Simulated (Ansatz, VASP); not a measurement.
## One calculation of Al, two programs

```
Al
1.0
     0.00000    2.19874    1.71502
     2.19874    0.00000    1.71502
     2.19874    2.19874    0.00000
Al
1
Direct
  0.00000 0.00000 0.00000
```

Alike in both runs: task single point; functional PBEsol; dispersion D3(BJ); k mesh 22 × 22 × 22; occupations gaussian, width 0.15 eV; no spin polarisation.

|  | VASP | Ansatz |
| --- | --- | --- |
| version | VASP 6.6.1 | Ansatz 0.2.0 |
| potentials or method | VASP PAW PBE potentials, release 64 (Al), cutoff 520 eV | scalar-relativistic, plane waves, PAW |
| valence electrons in the cell | 3 | 3 |

```tsv
	VASP	Ansatz	Ansatz less VASP
gap on the k mesh at the Fermi level (eV)	none	none	-
pressure (GPa)	-3.3	-3.3	-0.06
traceless stress, the component that is largest in VASP (GPa)	2.94	2.94	-0.008
```

VASP's potentials were made for PBE, not for PBEsol. A gap of «none» marks a metal or a gap that the smearing closes.
